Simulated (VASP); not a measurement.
Be4Se3, 7 atoms in the cell. The structure is orthorhombic, space group Cmmm (No. 65). The conventional cell has a = 6.805 Å, b = 8.605 Å, c = 6.577 Å, α = 90.00°, β = 90.00°, γ = 90.00°. Be (site symmetry mm2) has 3 Se at 2.01 to 2.22 Å and 1 Be at 2.55 Å within 2.7 Å. Within 2.9 Å of Be (site symmetry 2/m) lie 2 Se at 2.15 Å. Se (site symmetry 2mm) has 4 Be at 2.15 to 2.22 Å within 2.9 Å. Se (site symmetry mmm) has 2 Be at 2.01 Å within 2.7 Å. 

```yaml
Program: VASP 6.6.1
Task: single point
Functional: PBE
Potentials_or_basis: VASP PAW PBE potentials, release 64 (Be, Se)
Cutoff: 520 eV
k_mesh: 4 × 4 × 3
Occupations: gaussian, width 0.2 eV
Spin: no spin polarisation
Dipole_correction: no
Further_INCAR_settings: ALGO = Normal; EDIFF = 1e-07; NBANDS = 22
```

Potentials or basis: VASP PAW PBE potentials, release 64 (Be, Se).

Command:

```sh
$ cat potpaw_PBE.64/Be/POTCAR potpaw_PBE.64/Se/POTCAR > POTCAR
$ mpirun -np 1 vasp_std > vasp.out
```

Hardware: 1 thread of Intel(R) Xeon(R) 6975P-C (Granite Rapids) (shared host).

Question: How long does it take, and how much memory?

Answer: Run time: 29 s on 1 thread of Intel(R) Xeon(R) 6975P-C (Granite Rapids) (shared host), peak memory 0.29 GiB. Counts: scf iterations 16, k points 14.
